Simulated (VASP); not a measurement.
## Cu: single point with LDA

Cu:

```xyz
1
Lattice="-1.4476 1.4476 1.3807 1.4476 -1.4476 1.3807 1.4476 1.4476 -1.3807" Properties=species:S:1:pos:R:3 pbc="T T T"
Cu    0.0000    0.0000    0.0000
```

```yaml
Program: VASP 6.6.1
Task: single point
Functional: LDA
Potentials_or_basis: VASP PAW LDA potentials, release 64 (Cu)
Cutoff: 520 eV
k_mesh: 14 × 14 × 14
Occupations: methfessel-paxton, width 0.1 eV
Spin: no spin polarisation
Dipole_correction: no
Further_INCAR_settings: ALGO = Normal; EDIFF = 1e-07; NBANDS = 12
```

* Pressure: -8.5 GPa

Stress tensor (GPa, compression positive):
```
-8.22  0.00  0.00
 0.00 -8.22  0.00
 0.00  0.00 -8.91
```

Levels at points of the mesh, in eV from the Fermi level:
| k point | band 3 | band 4 | band 5 | band 6 | band 7 | band 8 | band 9 | band 10 |
| --- | --- | --- | --- | --- | --- | --- | --- | --- |
| (0.00, 0.00, 0.00) | -3.15 | -3.15 | -2.28 | -2.07 | 24.84 | 24.84 | 26.09 | 28.49 |
| (0.50, 0.00, 0.00) | -2.19 | -1.97 | -1.41 | -0.49 | 4.61 | 17.21 | 17.28 | 21.28 |
| (0.50, 0.50, 0.00) | -2.35 | -2.10 | -1.43 | -0.85 | 4.09 | 18.54 | 18.61 | 22.43 |
| (0.50, 0.50, 0.50) | -1.61 | -1.61 | -1.55 | 7.64 | 7.64 | 9.46 | 13.40 | 13.97 |

Run time: 10 s on 1 thread of Intel(R) Xeon(R) 6975P-C (Granite Rapids), on a shared host, peak memory 0.13 GiB.
